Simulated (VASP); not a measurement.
The system is Te.

```xyz
2
Lattice="3.4421 0.0000 0.0000 -1.7210 2.9809 0.0000 0.0000 0.0000 5.6209" Properties=species:S:1:pos:R:3 pbc="T T T"
Te    0.0000    1.9873    1.4052
Te    1.7210    0.9936    4.2157
```

This isn't the form of Te at room conditions, which is trigonal, of chains.

```yaml
Program: VASP 6.6.1
Task: relaxation of cell and atoms
Functional: LDA
Potentials_or_basis: VASP PAW LDA potentials, release 64 (Te)
Cutoff: 600 eV
k_mesh: 11 × 11 × 6
Occupations: fermi-dirac, width 0.1 eV
Spin: no spin polarisation
```

At the start: pressure -4.6 GPa; volume 28.84 Å³/atom.

Question: Where does the relaxation end?

Answer: Over 25 steps the energy falls by 222.7 meV/atom and the volume is 28.87 Å³/atom (+0.1 %); space group P6_3/mmc (No. 194, to 0.1 Å) before and after.

The path:
```tsv
step	energy change (eV)	largest force (eV/Å)	pressure (GPa)	volume (Å³)
1	0.0000	0.0000	-4.64	57.67
2	-0.0784	0.0000	2.80	50.97
3	-0.0887	0.0000	0.55	52.52
4	-0.1196	0.0000	0.97	52.27
5	-0.2460	0.0000	3.62	51.26
6	0.0500	0.0000	18.37	48.08
7	-0.2827	0.0000	5.80	50.64
8	-0.2741	0.0000	8.25	50.05
9	-0.2833	0.0000	7.18	50.30
10	-0.2890	0.0000	7.17	50.38
11	-0.3031	0.0000	7.22	50.64
12	-0.3176	0.0000	7.57	51.13
13	-0.2977	0.0000	8.70	51.98
14	-0.3175	0.0000	7.90	51.45
15	-0.3436	0.0000	6.89	52.06
16	-0.4027	0.0000	4.16	53.91
17	-0.4451	0.0000	-0.19	57.75
18	-0.4452	0.0000	-0.07	57.62
19	-0.4451	0.0000	0.05	57.49
20	-0.4452	0.0000	0.06	57.50
21	-0.4452	0.0000	0.06	57.52
22	-0.4453	0.0000	0.07	57.55
23	-0.4454	0.0000	0.10	57.63
24	-0.4454	0.0000	0.10	57.61
25	-0.4454	0.0000	-0.02	57.73
```

Final structure:
```cif
data_structure
_symmetry_space_group_name_H-M 'P 1'
_symmetry_Int_Tables_number 1
_cell_length_a 3.8882
_cell_length_b 3.8882
_cell_length_c 4.4094
_cell_angle_alpha 90.000
_cell_angle_beta 90.000
_cell_angle_gamma 120.000
_cell_volume 57.73
loop_
_atom_site_label
_atom_site_type_symbol
_atom_site_fract_x
_atom_site_fract_y
_atom_site_fract_z
_atom_site_occupancy
Te1 Te 0.33333 0.66667 0.25000 1
Te2 Te 0.66667 0.33333 0.75000 1
```

Caveat: a cell axis changed by over 15 % at a fixed basis, so the end point is rough.
